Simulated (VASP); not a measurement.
The system is ZnCd3Se2S2.

```
Zn Cd Se S
1.0
     4.18279    4.13895    0.07358
     4.28998   -4.24541    0.10661
    -4.36395    0.07646   -6.13624
Zn Cd Se S
1 3 2 2
Direct
  0.99467 0.03804 0.99606
  0.74421 0.20673 0.46291
  0.24193 0.75107 0.49218
  0.49084 0.46296 0.00036
  0.66738 0.12684 0.76654
  0.11979 0.63395 0.79581
  0.35512 0.37615 0.22316
  0.88606 0.90426 0.26299
```

```yaml
Program: VASP 6.6.1
Task: relaxation of cell and atoms
Functional: PBE
Potentials_or_basis: VASP PAW PBE potentials, release 64 (Zn, Cd, Se, S)
Cutoff: 600 eV
k_mesh: 4 × 4 × 4
Occupations: gaussian, width 0.1 eV
Spin: no spin polarisation
```

At the start: pressure 1.9 GPa; volume 26.83 Å³/atom.

**Question.** How do energy, volume and symmetry change on relaxing?

**Answer.** Over 20 steps the energy falls by 166.9 meV/atom and the volume is 26.30 Å³/atom (-2.0 %); space group P1 (No. 1, to 0.1 Å) before, Fmm2 (No. 42, to 0.1 Å).

Step by step:
| step | energy change (eV) | largest force (eV/Å) | pressure (GPa) | volume (Å³) |
| --- | --- | --- | --- | --- |
| 1 | 0.0000 | 3.4078 | 1.86 | 214.62 |
| 2 | -0.8441 | 0.9320 | -2.48 | 224.29 |
| 3 | -0.8445 | 0.9441 | -2.39 | 223.87 |
| 4 | -1.1321 | 0.7576 | -0.37 | 212.40 |
| 5 | -1.1874 | 0.5469 | 1.43 | 205.08 |
| 6 | -1.2815 | 0.2916 | 0.62 | 207.81 |
| 7 | -1.2847 | 0.3558 | 0.47 | 208.42 |
| 8 | -1.3086 | 0.1913 | -0.29 | 211.33 |
| 9 | -1.3095 | 0.1632 | -0.44 | 211.99 |
| 10 | -1.3191 | 0.1202 | -0.02 | 210.24 |
| 11 | -1.3202 | 0.1450 | 0.20 | 209.43 |
| 12 | -1.3253 | 0.1229 | 0.09 | 209.88 |
| 13 | -1.3276 | 0.1085 | -0.04 | 210.45 |
| 14 | -1.3317 | 0.0741 | -0.07 | 210.54 |
| 15 | -1.3329 | 0.0704 | -0.08 | 210.61 |
| 16 | -1.3341 | 0.0485 | 0.08 | 209.98 |
| 17 | -1.3342 | 0.0425 | 0.15 | 209.70 |
| 18 | -1.3350 | 0.0298 | 0.03 | 210.18 |
| 19 | -1.3351 | 0.0310 | -0.02 | 210.37 |
| 20 | -1.3353 | 0.0175 | -0.02 | 210.36 |

Final structure:
```
Zn Cd Se S
1.0
     4.19657    4.22107   -0.00196
     4.19673   -4.22460    0.00318
    -4.19366    0.00294   -5.93575
Zn Cd Se S
1 3 2 2
Direct
  0.00922 0.00792 0.01629
  0.74120 0.24329 0.48581
  0.24387 0.74421 0.48871
  0.50455 0.50403 0.00699
  0.64705 0.11624 0.76302
  0.11613 0.64482 0.76269
  0.35438 0.35606 0.23786
  0.88361 0.88342 0.23863
```
